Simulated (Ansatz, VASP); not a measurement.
Co in VASP and in Ansatz

```
Co
1.0
     0.00000    1.75736    1.75736
     1.75736    0.00000    1.75736
     1.75736    1.75736    0.00000
Co
1
Cartesian
  0.0000 0.0000 0.0000
```

Alike in both runs: functional r2SCAN; k mesh 15 × 15 × 15; occupations fermi-dirac, width 0.05 eV; collinear spin.

Ansatz relaxed the structure, and its values are those at the end. VASP's run is a single point on that final structure, the one shown.

|  | VASP | Ansatz |
| --- | --- | --- |
| version | VASP 6.6.1 | Ansatz 0.2.0 |
| potentials or method | VASP PAW PBE potentials, release 64 (Co), cutoff 520 eV | plane waves (500 eV) with PAW, scalar-relativistic |
| valence electrons in the cell | 9 | 17 |

|  | VASP | Ansatz | Ansatz less VASP |
| --- | --- | --- | --- |
| pressure (GPa) | -0.1 | 0.0 | +0.08 |
| net moment per atom (μB) | 1.84 | 1.86 | +0.016 |
| size of the moment on the site where the two differ most (μB) | 1.89 | 1.96 | +0.068 |

VASP's potentials were made for PBE, not for r2SCAN. Site moments also hang on the region over which each program counts them. VASP's potentials hold 9 valence electrons a cell and Ansatz's 17, so a difference there can come from the potentials and not from the codes.
